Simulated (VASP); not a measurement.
Input of a VASP 6.6.1 run:

The input INCAR:

```
ALGO = Normal ; EDIFF = 1E-7
ENCUT = 520 ; GGA = CA
ISIF = 2 ; ISMEAR = 0
LASPH = True ; LCHARG = False
LREAL = False ; LWAVE = False
NBANDS = 8 ; NELM = 100
PREC = Accurate ; SIGMA = 0.05
```

Contents of KPOINTS:

```
k-points
0
Gamma
  10 10 10
```

File POSCAR:

```
H
1.0
   -1.6642468843      1.6642468843      2.1265303393
    1.6642468843     -1.6642468843      2.1265303393
    1.6642468843      1.6642468843     -2.1265303393
H
2
Direct
    0.9098622900      0.9098622900      0.0000000000
    0.0901377100      0.0901377100      0.0000000000
```

Potentials or basis: VASP PAW LDA potentials, release 64 (H).

Launch:

```sh
$ cat potpaw_LDA.64/H/POTCAR > POTCAR
$ mpirun -np 1 vasp_std > vasp.out
```

Q: Estimate the largest force.

A: 0.128 eV/Å.

Q: What does it give for the pressure?

A: -0.7 GPa.

Q: What does it give for the band gap on the k mesh?

A: 8.12 eV (least direct gap 8.98 eV).

Forces on the atoms (eV/Å):
```
H    0.000  0.000 -0.128
H    0.000  0.000  0.128
```

 A k mesh can miss the band edges.
